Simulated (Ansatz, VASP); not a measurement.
# BiPd: VASP beside Ansatz

```
Bi Pd
1.0
     4.24405    0.00000    0.00000
    -2.12203    3.67546    0.00000
     0.00000    0.00000    5.70890
Bi Pd
2 2
Direct
  0.33333 0.66667 0.25000
  0.66667 0.33333 0.75000
  0.00000 0.00000 0.00000
  0.00000 0.00000 0.50000
```

Change from the starting cell: volume scaled by 1.01, crystal datasets.

Alike in both runs: task electric field gradients; functional PBEsol; k mesh 9 × 9 × 6; occupations fermi-dirac, width 0.03 eV; no spin polarisation.

|  | VASP | Ansatz |
| --- | --- | --- |
| version | VASP 6.6.1 | Ansatz 0.2.0 |
| potentials or method | VASP PAW PBE potentials, release 64 (Bi_d, Pd), cutoff 520 eV | all-electron PAW with datasets made for the crystal, scalar-relativistic |

Ansatz gave:

| Item | Value |
| --- | --- |
| pressure (GPa) | -0.8 |
| traceless stress, the component that is largest in VASP (GPa) | -0.54 |
| size of Vzz on the site where it differs most (V/Å²) | 73.2 |

Estimate VASP's values.

pressure (GPa): -0.8; traceless stress, the component that is largest in VASP (GPa): -0.57; size of Vzz on the site where it differs most (V/Å²): 67.3.

VASP's potentials were made for PBE, not for PBEsol. Ansatz ran all-electron here, and VASP with PAW potentials.

Spin-orbit coupling is off throughout.
